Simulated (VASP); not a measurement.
# InGa26P27 (a cell with a defect) in VASP: single point with PBE

Aim: the single point of InGa26P27 (a cell with a defect) with PBE.

Everything below comes from runs of VASP 6.6.1. Logs are shortened: lines on timing, memory, paths and dates and some standing lists are left out, and cuts for length are marked.

## Step 1: The cell of the first run

The cell holds a defect, 54 atoms: a = 11.562 Å, b = 11.562 Å, c = 11.562 Å, α = 60.00°, β = 60.00°, γ = 60.00°.

## Step 2: Single point, PBE, collinear spin

Contents of INCAR:

```
SYSTEM = InGa26P27
PREC = Accurate
ENCUT = 400
EDIFF = 1E-6
ISMEAR = 0
SIGMA = 0.05
LREAL = Auto
LASPH = .True.
NELM = 200
ALGO = Normal
ISIF = 2
LWAVE = .False.
LCHARG = .True.
ISPIN = 2
MAGMOM = 0.2 0 0 0 0 0 0 0 0 0 0 0 0 0 0 0 0 0 0 0 0 0 0 0 0 0 0 0.2 0 0.2 0 0 0 0.2 0 0 0 0 0 0 0 0 0 0 0 0.2 0 0 0 0 0 0 0 0
LORBIT = 11
GGA = PE
LELF = .True.
LVHAR = .True.
NBANDS = 280
GGA_COMPAT = .False.
```

Contents of KPOINTS:

```
Automatic mesh
0
Gamma
  1 1 1
  0 0 0
```

Contents of POSCAR:

```
InGa26P27
1.0
    0.0000000000      8.1757500000      8.1757500000
    8.1757500000      0.0000000000      8.1757500000
    8.1757500000      8.1757500000      0.0000000000
In Ga P
1 26 27
Direct
    0.0002628475     -0.0000299084     -0.0002418171
    0.0001332792      0.0000833777      0.3353080068
    0.0001236604      0.0000418166      0.6645190627
    0.0001214604      0.3352487250      0.0001301221
   -0.0002777060      0.3334261613      0.3333880678
    0.0002010403      0.3353094681      0.6643726488
    0.0002162175      0.6644749657     -0.0000154978
    0.0003199167      0.6645218051      0.3351610267
    0.0003417249      0.6664797453      0.6665638166
    0.3353275121     -0.0000632929      0.0001167382
    0.3335579435     -0.0003697256      0.3333578799
    0.3355228969     -0.0000913402      0.6643916818
    0.3335248277      0.3333391344     -0.0003256845
    0.3335668380      0.3333639852      0.3333636489
    0.3333509200      0.3331657547      0.6667260942
    0.3354023951      0.6644013802     -0.0000064512
    0.3333724871      0.6667624519      0.3331062990
    0.3333887860      0.6667748338      0.6666896015
    0.6645154793      0.0000636369      0.0000223135
    0.6646758076      0.0000918270      0.3351588698
    0.6665718849      0.0002165176      0.6665701607
    0.6646602816      0.3351004754      0.0000362841
    0.6668221421      0.3331933507      0.3331864951
    0.6668566365      0.3331663787      0.6666877763
    0.6666705851      0.6664859989      0.0002235138
    0.6668740647      0.6667387357      0.3330862035
    0.6668061368      0.6664929029      0.6664024064
    0.0880977078      0.0880161231      0.0880496130
    0.0834910606      0.0833873498      0.4165784697
    0.0882595243      0.0880747667      0.7355872052
    0.0834659714      0.4165753240      0.0833467162
    0.0834979497      0.4166192058      0.4164898730
    0.0833459462      0.4164419525      0.7501022717
    0.0882160733      0.7357608919      0.0879381168
    0.0833668314      0.7500750906      0.4165288817
    0.0833744900      0.7500549558      0.7499975613
    0.4166257525      0.0833215304      0.0833371244
    0.4167662683      0.0833328947      0.4164914593
    0.4165466990      0.0831828382      0.7501051699
    0.4167377153      0.4164739150      0.0833456263
    0.4167679189      0.4166882727      0.4166795672
    0.4167885822      0.4166873025      0.7498175806
    0.4166633675      0.7499835000      0.0831658585
    0.4168360888      0.7498052658      0.4166436896
    0.4168028800      0.7499669022      0.7499918503
    0.7360714453      0.0878868288      0.0879075934
    0.7501444418      0.0832132891      0.4165403372
    0.7501520312      0.0832016157      0.7500272611
    0.7501495203      0.4164564646      0.0832016635
    0.7499065483      0.4166937114      0.4166478364
    0.7502329633      0.4164578624      0.7500135620
    0.7502176221      0.7500494166      0.0831281588
    0.7503100258      0.7500707937      0.4163571997
    0.7500947464      0.7499341640      0.7499379311
```

Potentials or basis: VASP PAW PBE potentials, release 64 (In_d, Ga_d, P).

Started as:

```bash
cat potpaw_PBE.64/In_d/POTCAR potpaw_PBE.64/Ga_d/POTCAR potpaw_PBE.64/P/POTCAR > POTCAR
mpirun -np 1 vasp_gam > vasp.out
```

OUTCAR:

```text
SYSTEM = InGa26P27
   PREC = Accurate
   ENCUT = 400
   EDIFF = 1E-6
   ISMEAR = 0
   LREAL = Auto
   LASPH = .True.
   NELM = 200
   ISIF = 2
   ISPIN = 2
   LORBIT = 11
   GGA = PE

 ion  position               nearest neighbor table
   1  0.000  1.000  1.000-  30 2.49  28 2.49  46 2.49  34 2.49
   2  0.000  0.000  0.335-  28 2.34  29 2.34  47 2.36  35 2.36
   3  0.000  0.000  0.665-  30 2.34  29 2.34  48 2.36  36 2.36
   4  0.000  0.335  0.000-  28 2.34  31 2.34  49 2.36  33 2.36
   5  1.000  0.333  0.333-  50 2.36  29 2.36  31 2.36  32 2.36
   6  0.000  0.335  0.664-  30 2.34  32 2.34  51 2.36  33 2.36
[... 46 lines left out ...]
  53  0.750  0.750  0.416-   8 2.36  20 2.36  26 2.36  27 2.36
  54  0.750  0.750  0.750-   9 2.36  27 2.36  21 2.36  25 2.36

  LATTYP: Found a face centered cubic cell.
 ALAT       =    16.3515000000

  Lattice vectors:

 A1 = (   0.0000000000,   8.1757500000,   8.1757500000)
 A2 = (   8.1757500000,   0.0000000000,   8.1757500000)
 A3 = (   8.1757500000,   8.1757500000,   0.0000000000)

Analysis of symmetry for initial positions (statically):
=====================================================================
 Subroutine PRICEL returns:
 Original cell was already a primitive cell.

 Routine SETGRP: Setting up the symmetry group for a
 face centered cubic supercell.

 Subroutine GETGRP returns: Found  1 space group operations
 (whereof  1 operations were pure point group operations)
 out of a pool of 48 trial point group operations.

The static configuration has the point symmetry C_1 .

Analysis of symmetry for dynamics (positions and initial velocities):
=====================================================================
 Subroutine PRICEL returns:
 Original cell was already a primitive cell.

 Routine SETGRP: Setting up the symmetry group for a
 face centered cubic supercell.

 Subroutine GETGRP returns: Found  1 space group operations
 (whereof  1 operations were pure point group operations)
 out of a pool of 48 trial point group operations.

The dynamic configuration has the point symmetry C_1 .

Analysis of structural, dynamic, and magnetic symmetry:
=====================================================================
 Subroutine PRICEL returns:
 Original cell was already a primitive cell.

 Routine SETGRP: Setting up the symmetry group for a
 face centered cubic supercell.

 Subroutine GETGRP returns: Found  1 space group operations
 (whereof  1 operations were pure point group operations)
 out of a pool of 48 trial point group operations.

The overall configuration has the point symmetry C_1 .

[... 225 lines left out ...]
  free energy    TOTEN  =      -231.54034755 eV

  energy without entropy =     -231.54034755  energy(sigma->0) =     -231.54034755

 E-fermi :   5.1517     XC(G=0):  -9.7885

 val. band max:        4.9004038936   @ k =   0.0000   0.0000   0.0000
 cond. band min:       6.5681300983   @ k =   0.0000   0.0000   0.0000
 fundamental gap:      1.6677262047
 Fermi energy:         5.1516935246

 spin component 1

 k-point     1 :       0.0000    0.0000    0.0000
  band No.  band energies     occupation
      1      -9.8922      1.00000
      2      -9.8922      1.00000
      3      -9.8921      1.00000
      4      -9.8918      1.00000
      5      -9.8918      1.00000
      6      -9.8900      1.00000
[... 247 lines left out ...]
    254       6.7131      0.00000
    255       6.7775      0.00000
 Fermi energy:         5.1516935246

 spin component 2

 k-point     1 :       0.0000    0.0000    0.0000
  band No.  band energies     occupation
      1      -9.8922      1.00000
      2      -9.8922      1.00000
      3      -9.8921      1.00000
      4      -9.8918      1.00000
      5      -9.8918      1.00000
      6      -9.8900      1.00000
[... 247 lines left out ...]
    254       6.7131      0.00000
    255       6.7775      0.00000
 [bands above 255 left out]

------------------------ aborting loop because EDIFF is reached ----------------------------------------

  FORCE on cell =-STRESS in cart. coord.  units (eV):
  Direction    XX          YY          ZZ          XY          YZ          ZX
  --------------------------------------------------------------------------------------
  -------------------------------------------------------------------------------------
  Total       31.6485590     31.6479846     31.6464878     -0.0000676      0.0012764      0.0000160
  in kB       46.3929212     46.3920792     46.3898849     -0.0000991      0.0018710      0.0000235
  external PRESSURE =      46.3916284 kB  Pullay stress =       0.0000000 kB

 VOLUME and BASIS-vectors are now :
 -----------------------------------------------------------------------------
  energy-cutoff  :      400.00
  volume of cell :     1092.98
      direct lattice vectors                 reciprocal lattice vectors
     0.000000000  8.175750000  8.175750000    -0.061156469  0.061156469  0.061156469
     8.175750000  0.000000000  8.175750000     0.061156469 -0.061156469  0.061156469
     8.175750000  8.175750000  0.000000000     0.061156469  0.061156469 -0.061156469

 POSITION                                       TOTAL-FORCE (eV/Angst)
 -----------------------------------------------------------------------------------
     16.34928      8.17592      8.17765         0.000038      0.000052     -0.002156
      2.74208      2.74248      0.00177         0.009318      0.012279     -0.021606
      5.43328      5.43395      0.00135        -0.014102     -0.011172     -0.018062
      2.74197      0.00206      2.74190         0.006425     -0.025517      0.013341
      5.45171     10.89918     10.89949         0.000314      0.002110      0.002519
      8.17315      5.43339      2.74305         0.023625     -0.007550      0.011470
[... 46 lines left out ...]
      9.53642      9.53838     12.26674        -0.003361     -0.005500      0.000176
     12.26258     12.26389     12.26386         0.000705     -0.000236     -0.000765
 -----------------------------------------------------------------------------------
    total drift:                                0.005151     -0.001953     -0.001558

  FREE ENERGIE OF THE ION-ELECTRON SYSTEM (eV)
  ---------------------------------------------------
  free  energy   TOTEN  =      -231.5403475546 eV

  energy  without entropy=     -231.5403475546  energy(sigma->0) =     -231.54034755

 total charge

# of ion       s       p       d       tot
------------------------------------------
    1        0.804   0.868   9.908  11.581
    2        0.827   0.888  10.021  11.735
    3        0.827   0.888  10.021  11.735
    4        0.827   0.888  10.021  11.735
    5        0.825   0.874  10.017  11.716
    6        0.827   0.888  10.021  11.735
[... 46 lines left out ...]
   53        0.988   1.583   0.000   2.571
   54        0.989   1.582   0.000   2.571
--------------------------------------------------
tot         48.983  66.605 270.395 385.983

 magnetization (x)

# of ion       s       p       d       tot
------------------------------------------
    1       -0.000  -0.000  -0.000  -0.000
    2       -0.000  -0.000   0.000  -0.000
    3       -0.000  -0.000   0.000  -0.000
    4       -0.000  -0.000  -0.000  -0.000
    5       -0.000  -0.000   0.000  -0.000
    6       -0.000  -0.000   0.000  -0.000
[... 46 lines left out ...]
   53        0.000   0.000   0.000   0.000
   54       -0.000  -0.000   0.000  -0.000
--------------------------------------------------
tot         -0.000   0.000  -0.000   0.000
```

Run time: 36 min. Hardware: 1 thread of Oxide Virtual Turin-like, shared host; peak memory 1.4 GiB.

Results:

| Quantity | Value |
| --- | --- |
| Free energy | -231.5403 eV |
| Pressure | 4.6 GPa |
| Largest force | 0.032 eV/Å |
| Band gap on the k mesh | 1.67 eV |
| Net moment | 0.00 μB per cell |
| Valence electrons inside the program's atomic spheres | In 11.58; Ga 11.73, 11.72 (each value once); P 2.59, 2.58, 2.57 (each value once) |

Forces in eV/Å, atoms in the order of the input:
```
In   0.000  0.000 -0.002
Ga   0.009  0.012 -0.022
Ga  -0.014 -0.011 -0.018
Ga   0.006 -0.026  0.013
Ga   0.000  0.002  0.003
Ga   0.024 -0.008  0.011
Ga  -0.011 -0.023 -0.011
Ga   0.024  0.009 -0.015
Ga   0.010 -0.009 -0.010
Ga  -0.022  0.007  0.015
Ga   0.003  0.000 -0.001
Ga  -0.004  0.019  0.014
Ga   0.000 -0.004  0.001
Ga   0.004 -0.001 -0.002
Ga   0.003 -0.002  0.000
Ga  -0.012  0.015  0.025
Ga   0.003  0.004 -0.006
Ga  -0.006 -0.003 -0.007
Ga  -0.025 -0.007 -0.009
Ga   0.007  0.024 -0.014
Ga  -0.012  0.012 -0.011
Ga   0.012 -0.013  0.026
Ga   0.002 -0.001 -0.001
Ga   0.003 -0.002  0.000
Ga  -0.015 -0.012  0.012
Ga   0.003  0.005  0.001
Ga   0.010  0.013  0.012
P    0.000  0.003 -0.001
P   -0.002 -0.001  0.010
P   -0.002  0.003 -0.004
P    0.000  0.014  0.000
P   -0.015  0.000  0.001
P   -0.003  0.003 -0.002
P    0.000 -0.003  0.002
P   -0.006 -0.003  0.006
P    0.004  0.007  0.005
P    0.012  0.003  0.001
P   -0.002 -0.012  0.001
P    0.002 -0.003 -0.001
P   -0.001  0.000 -0.011
P   -0.003 -0.001  0.001
P    0.001  0.002  0.000
P    0.005 -0.003 -0.006
P    0.001 -0.002  0.003
P    0.006 -0.006 -0.007
P    0.003 -0.002 -0.002
P   -0.002 -0.005  0.006
P    0.006  0.003  0.003
P   -0.001  0.006 -0.005
P   -0.002  0.000  0.001
P   -0.004  0.002 -0.006
P    0.006  0.003  0.002
P   -0.003 -0.005  0.000
P    0.001  0.000 -0.001
```

Caveat: the k points lie up to 0.67 Å⁻¹ apart; spin-orbit coupling is left out, which moves the levels of the heavy elements.
